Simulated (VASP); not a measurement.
# F2 in VASP: further runs

The runs below take F2 through single point, relaxation of the atoms, with PBEsol.

Everything below comes from runs of VASP 6.6.1. Logs are shortened: lines on timing, memory, paths and dates and some standing lists are left out, and cuts for length are marked.

## 1. The cell of the first run

The cell holds a molecule in a box, 2 atoms: a = 9.000 Å, b = 9.500 Å, c = 10.000 Å, α = 90.00°, β = 90.00°, γ = 90.00°.

## 2. Single point, PBEsol

Input file INCAR:

```
SYSTEM = F
  PREC = Accurate
  ENCUT = 520
  EDIFF = 1E-7
  ISMEAR = 0
  SIGMA = 0.02
  LREAL = .FALSE.
  LASPH = .TRUE.
  NELM = 60
  ALGO = Normal
  ISIF = 2
  LWAVE = .FALSE.
  LCHARG = .FALSE.
  GGA = PS
  NBANDS = 14
```

Input file KPOINTS:

```
Automatic mesh
0
G
  1 1 1
  0 0 0
```

Input file POSCAR:

```
F
1.0
    9.0000000000      0.0000000000      0.0000000000
    0.0000000000      9.5000000000      0.0000000000
    0.0000000000      0.0000000000     10.0000000000
F
2
Direct
    0.5000000000      0.5000000000      0.4300901679
    0.5000000000      0.5000000000      0.5699098321
```

Potentials or basis: VASP PAW PBE potentials, release 64 (F).

The run is started by

```sh
$ cat potpaw_PBE.64/F/POTCAR > POTCAR
$ mpirun -np 1 vasp_gam > vasp.out
```

OUTCAR:

```text
SYSTEM = F
   PREC = Accurate
   ENCUT = 520
   EDIFF = 1E-7
   ISMEAR = 0
   LREAL = .FALSE.
   LASPH = .TRUE.
   NELM = 60
   ISIF = 2
   GGA = PS

 ion  position               nearest neighbor table
   1  0.500  0.500  0.430-   2 1.40
   2  0.500  0.500  0.570-   1 1.40

  LATTYP: Found a simple orthorhombic cell.
 ALAT       =     9.0000000000
 B/A-ratio  =     1.0555555556
 C/A-ratio  =     1.1111111111

  Lattice vectors:

 A1 = (   9.0000000000,   0.0000000000,   0.0000000000)
 A2 = (   0.0000000000,   9.5000000000,   0.0000000000)
 A3 = (   0.0000000000,   0.0000000000,  10.0000000000)

Analysis of symmetry for initial positions (statically):
=====================================================================
 Subroutine PRICEL returns:
 Original cell was already a primitive cell.

 Routine SETGRP: Setting up the symmetry group for a
 simple orthorhombic supercell.

 Subroutine GETGRP returns: Found  8 space group operations
 (whereof  8 operations were pure point group operations)
 out of a pool of  8 trial point group operations.

The static configuration has the point symmetry D_2h.

Analysis of symmetry for dynamics (positions and initial velocities):
=====================================================================
 Subroutine PRICEL returns:
 Original cell was already a primitive cell.

 Routine SETGRP: Setting up the symmetry group for a
 simple orthorhombic supercell.

 Subroutine GETGRP returns: Found  8 space group operations
 (whereof  8 operations were pure point group operations)
 out of a pool of  8 trial point group operations.

The dynamic configuration has the point symmetry D_2h.

 Subroutine INISYM returns: Found  8 space group operations
 (whereof  8 operations are pure point group operations),
 and found     1 'primitive' translations

----------------------------------------------------------------------------------------

                                     Primitive cell

  volume of cell :     855.0000

  direct lattice vectors                    reciprocal lattice vectors
     9.000000000  0.000000000  0.000000000     0.111111111  0.000000000  0.000000000
     0.000000000  9.500000000  0.000000000     0.000000000  0.105263158  0.000000000
     0.000000000  0.000000000 10.000000000     0.000000000  0.000000000  0.100000000

  length of vectors
     9.000000000  9.500000000 10.000000000     0.111111111  0.105263158  0.100000000

  position of ions in fractional coordinates (direct lattice)
     0.500000000  0.500000000  0.430090168
     0.500000000  0.500000000  0.569909832

  ion indices of the primitive-cell ions
   primitive index   ion index
                 1           1
                 2           2

----------------------------------------------------------------------------------------

 KPOINTS: Automatic mesh

Automatic generation of k-mesh.
 Grid dimensions read from file:
 generate k-points for:    1    1    1

 Generating k-lattice:

  Cartesian coordinates                     Fractional coordinates (reciprocal lattice)
     0.111111111  0.000000000  0.000000000     1.000000000  0.000000000  0.000000000
     0.000000000  0.105263158  0.000000000     0.000000000  1.000000000  0.000000000
     0.000000000  0.000000000  0.100000000     0.000000000  0.000000000  1.000000000

  Length of vectors
     0.111111111  0.105263158  0.100000000

  Shift w.r.t. Gamma in fractional coordinates (k-lattice)
     0.000000000  0.000000000  0.000000000

 Subroutine IBZKPT returns following result:
 ===========================================

 Found      1 irreducible k-points:

 Following reciprocal coordinates:
            Coordinates               Weight
  0.000000  0.000000  0.000000      1.000000
   k-points           NKPTS =      1   k-points in BZ     NKDIM =      1   number of bands    NBANDS=     14
   number of dos      NEDOS =    301   number of ions     NIONS =      2
   total plane-waves  NPLWV = 403200
   dimension x,y,z NGX =    70 NGY =   72 NGZ =   80
   dimension x,y,z NGXF=   140 NGYF=  144 NGZF=  160
   ions per type =               2
   NGX,Y,Z   is equivalent  to a cutoff of  12.93, 12.60, 13.30 a.u.
   NGXF,Y,Z  is equivalent  to a cutoff of  25.86, 25.20, 26.60 a.u.
 SYSTEM =  F
   PREC   = accura    normal or accurate (medium, high low for compatibility)
   ISTART =      0    job   : 0-new  1-cont  2-samecut
   ICHARG =      2    charge: 1-file 2-atom 10-const
   ISPIN  =      1    spin polarized calculation?
   LNONCOLLINEAR =      F non collinear calculations
   LSORBIT =      F    spin-orbit coupling
   LASPH  =      T    aspherical Exc in radial PAW
   ENCUT  =  520.0 eV  38.22 Ry    6.18 a.u.  16.73 17.66 18.59*2*pi/ulx,y,z
   NELM   =     60;   NELMIN=  2; NELMDL= -5     # of ELM steps
   EDIFF  = 0.1E-06   stopping-criterion for ELM
   LREAL  =      F    real-space projection
   EDIFFG = 0.1E-05   stopping-criterion for IOM
   NSW    =      0    number of steps for IOM
   IBRION =     -1    ionic relax: 0-MD 1-quasi-New 2-CG
   NFREE  =      0    steps in history (QN), initial steepest desc. (CG)
   ISIF   =      2    stress and relaxation
   ISYM   =      2    0-nonsym 1-usesym 2-fastsym
   POTIM  = 0.5000    time-step for ionic-motion
   TEBEG  =    0.0;   TEEND  =   0.0 temperature during run
   PSTRESS=    0.0 pullay stress
   NELECT =      14.0000    total number of electrons
   NUPDOWN=      -1.0000    fix difference up-down
   EMIN   =  10.00;   EMAX   =-10.00  energy-range for DOS
   EFERMI =   0.00;   METHOD = LEGACY
   ISMEAR =     0;   SIGMA  =   0.02  broadening in eV -4-tet -1-fermi 0-gaus
   EFERMI_NEDOS =   21; number of points for ismear=-14 and -15
   IALGO  =     38    algorithm
   IMIX   =      4    mixing-type and parameters
     AMIX     =   0.40;   BMIX     =  1.00
     AMIX_MAG =   1.60;   BMIX_MAG =  1.00
  volume/ion in A,a.u.               =     427.50      2884.91
  Fermi-wavevector in a.u.,A,eV,Ry     =   0.415715  0.785587  2.351342  0.172819
  Thomas-Fermi vector in A             =   1.374838
   LORBIT       =      0    0 simple, 1 ext, 2 COOP (PROOUT), +10 PAW based schemes
   GGA     = PS    functional components
   LHFCALC =     F    Hartree Fock is set to
   AEXX    =    0.0000 exact exchange contribution
   IVDW    =     0    specifies the selected vdW correction
   LEPSILON=     F    determine dielectric tensor
   LRPA    =     F    only Hartree local field effects (RPA)
 non-spin polarized calculation
 Gauss-broadening in eV      SIGMA  =   0.02
  energy-cutoff  :      520.00
  volume of cell :      855.00
 maximum number of plane-waves:     11510
 NGX is ok and might be reduce to    70
   NGX = 33   NGY = 35   NGZ = 37

 number of electron      13.9999997 magnetization

 Free energy of the ion-electron system (eV)
  ---------------------------------------------------
  ext. energy  EPLUGINS =         0.00000000
  ---------------------------------------------------
  free energy    TOTEN  =        -3.86423849 eV

  energy without entropy =       -3.86423849  energy(sigma->0) =       -3.86423849

 E-fermi :  -9.0231     XC(G=0):  -0.5981

 val. band max:       -9.1756556852   @ k =   0.0000   0.0000   0.0000
 cond. band min:      -5.5193848043   @ k =   0.0000   0.0000   0.0000
 fundamental gap:      3.6562708809
 Fermi energy:        -9.0231468529

 k-point     1 :       0.0000    0.0000    0.0000
  band No.  band energies     occupation
      1     -34.0152      2.00000
      2     -27.2979      2.00000
      3     -15.3490      2.00000
      4     -12.7320      2.00000
      5     -12.7320      2.00000
      6      -9.1757      2.00000
      7      -9.1757      2.00000
      8      -5.5194      0.00000
      9      -0.2612      0.00000
     10       1.2352      0.00000
     11       1.2880      0.00000
     12       1.3872      0.00000
     13       1.5439      0.00000
     14       1.5565      0.00000

------------------------ aborting loop because EDIFF is reached ----------------------------------------

  FORCE on cell =-STRESS in cart. coord.  units (eV):
  Direction    XX          YY          ZZ          XY          YZ          ZX
  --------------------------------------------------------------------------------------
  -------------------------------------------------------------------------------------
  Total       -0.1224543     -0.1209412      0.5090139      0.0000000      0.0000000      0.0000000
  in kB       -0.2294662     -0.2266306      0.9538368      0.0000000      0.0000000      0.0000000
  external PRESSURE =       0.1659133 kB  Pullay stress =       0.0000000 kB

 VOLUME and BASIS-vectors are now :
 -----------------------------------------------------------------------------
  energy-cutoff  :      520.00
  volume of cell :      855.00
      direct lattice vectors                 reciprocal lattice vectors
     9.000000000  0.000000000  0.000000000     0.111111111  0.000000000  0.000000000
     0.000000000  9.500000000  0.000000000     0.000000000  0.105263158  0.000000000
     0.000000000  0.000000000 10.000000000     0.000000000  0.000000000  0.100000000

 POSITION                                       TOTAL-FORCE (eV/Angst)
 -----------------------------------------------------------------------------------
      4.50000      4.75000      4.30090         0.000000      0.000000     -0.435511
      4.50000      4.75000      5.69910         0.000000      0.000000      0.435511
 -----------------------------------------------------------------------------------
    total drift:                                0.000000      0.000000      0.000000

  FREE ENERGIE OF THE ION-ELECTRON SYSTEM (eV)
  ---------------------------------------------------
  free  energy   TOTEN  =        -3.8642384876 eV

  energy  without entropy=       -3.8642384876  energy(sigma->0) =       -3.86423849
```

It took 48 s on 1 thread of Intel Xeon Platinum 8259CL at 2.50GHz (Skylake/Cascade Lake), shared host; peak memory 0.73 GiB.

What came out:

| Item | Value |
| --- | --- |
| Free energy | -3.8642 eV |
| Largest force | 0.436 eV/Å |
| Gap between the frontier levels | 3.66 eV |

Forces on the atoms (eV/Å):
```
F    0.000  0.000 -0.436
F    0.000  0.000  0.436
```

Caveat: the PAW data sets were made with another functional, which shifts forces and pressure a little.

## 3. Relaxation of the atoms, PBEsol

Input file INCAR:

```
SYSTEM = F
  ALGO = Normal
  EDIFF = 1E-7
  EDIFFG = -0.01
  ENCUT = 520
  GGA = PS
  IBRION = 2
  ISIF = 2
  ISMEAR = 0
  LASPH = .TRUE.
  LCHARG = .FALSE.
  LREAL = .FALSE.
  LWAVE = .FALSE.
  NELM = 60
  NSW = 80
  PREC = Accurate
  SIGMA = 0.02
```

Input file KPOINTS:

```
k-points
0
G
  1 1 1
  0 0 0
```

Input file POSCAR:

```
F
1.0
    9.0000000000      0.0000000000      0.0000000000
    0.0000000000      9.5000000000      0.0000000000
    0.0000000000      0.0000000000     10.0000000000
F
2
Direct
    0.5000000000      0.5000000000      0.4290000000
    0.5000000000      0.5000000000      0.5710000000
```

Potentials or basis: VASP PAW PBE potentials, release 64 (F).

The run is started by

```sh
$ cat potpaw_PBE.64/F/POTCAR > POTCAR
$ mpirun -np 1 vasp_gam > vasp.out
```

Run time: 1.9 min. Hardware: 1 thread of Intel Xeon Platinum 8259CL at 2.50GHz (Skylake/Cascade Lake), shared host; peak memory 0.79 GiB.

It converged, with:

| Quantity | Value |
| --- | --- |
| Free energy | -3.8667 eV |
| Energy gained by relaxing | 1.0 meV/atom |
| Ionic steps | 3 |
| Gap between the frontier levels | 3.51 eV |

The path:
| step | energy change (eV) | largest force (eV/Å) | pressure (GPa) |
| --- | --- | --- | --- |
| 1 | 0.0000 | 0.3810 | -0.05 |
| 2 | 0.0115 | 1.0617 | 0.07 |
| 3 | -0.0020 | 0.0004 | -0.02 |

Final structure:
```yaml
crystal:
  lattice:
    - [9.00000, 0.00000, 0.00000]
    - [0.00000, 9.50000, 0.00000]
    - [0.00000, 0.00000, 10.00000]
  atoms:
    - { symbol: F, position: [0.50000, 0.50000, 0.42953] }
    - { symbol: F, position: [0.50000, 0.50000, 0.57047] }
```

Levels at points of the mesh, in eV from the valence-band top:
| k point | band 3 | band 4 | band 5 | band 6 | band 7 | band 8 | band 9 | band 10 | band 11 |
| --- | --- | --- | --- | --- | --- | --- | --- | --- | --- |
| (0.00, 0.00, 0.00) | -6.08 | -3.45 | -3.45 | 0.00 | 0.00 | 3.51 | 8.96 | 10.46 | 10.52 |

Caveat: the PAW data sets were made with another functional, which shifts forces and pressure a little.
